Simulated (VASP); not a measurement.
Wanted: the native input for a VASP 6.6.1 run.

| Item | Value |
| --- | --- |
| Task | single point |
| Functional | r2SCAN |
| Potentials or basis | VASP PAW PBE potentials, release 64 (Ti_sv) |
| Cutoff | 520 eV |
| k mesh | 11 × 11 × 6 |
| Occupations | fermi-dirac, width 0.05 eV |
| Spin | no spin polarisation |
| Dipole correction | no |
| Further INCAR settings | ALGO = Normal; EDIFF = 1e-06; NBANDS = 19 |

Crystal: Ti.

```
Ti
1.0
     2.95000    0.00000    0.00000
    -1.47500    2.55477    0.00000
     0.00000    0.00000    4.68000
Ti
2
Cartesian
  0.0000 1.7032 1.1700
  1.4750 0.8316 3.5100
```

One way to write it, as run:

POSCAR

```
Ti
1.0
    2.9500000000      0.0000000000      0.0000000000
   -1.4750000000      2.5547750000      0.0000000000
    0.0000000000      0.0000000000      4.6800000000
Ti
2
Direct
    0.3333333333      0.6666666667      0.2500000000
    0.6627524276      0.3255048553      0.7500000000
```

INCAR.step1

```
SYSTEM = Ti
ALGO = Normal ; EDIFF = 1E-4
ENCUT = 520 ; GGA = PE
ISMEAR = -1 ; LASPH = .True.
LCHARG = .False. ; LREAL = .False.
LWAVE = .True. ; NBANDS = 19
NELM = 60 ; PREC = Accurate
SIGMA = 0.05
```

INCAR.step2

```
SYSTEM = Ti
ALGO = Normal ; EDIFF = 1E-6
ENCUT = 520 ; ISIF = 2
ISMEAR = -1 ; ISTART = 1
LASPH = .True. ; LCHARG = .False.
LMIXTAU = .True. ; LREAL = .False.
LWAVE = .False. ; METAGGA = R2SCAN
NBANDS = 19 ; NELM = 60
PREC = Accurate ; SIGMA = 0.05
```

KPOINTS

```
k-points
0
Gamma
  11 11 6
  0 0 0
```

Potentials or basis: VASP PAW PBE potentials, release 64 (Ti_sv).

The run is started by

```sh
$ cat potpaw_PBE.64/Ti_sv/POTCAR > POTCAR
$ cp INCAR.step1 INCAR
$ mpirun -np 1 vasp_std > vasp.out
$ cp INCAR.step2 INCAR
$ mpirun -np 1 vasp_std > vasp.out
```

Results of the run:

```json
{
 "Pressure": "-1.7 GPa",
 "Largest force": "0.038 eV/Å",
 "Band gap on the k mesh": "zero (band 12 reaches 9.08 eV, above the bottom of band 13 at 7.86 eV)"
}
```

Caveat: the PAW data sets were made with another functional, which shifts forces and pressure a little.

Run time: 4.8 min on 1 thread of Intel(R) Xeon(R) Platinum 8375C CPU @ 2.90GHz (Ice Lake), on a shared host, peak memory 0.21 GiB.
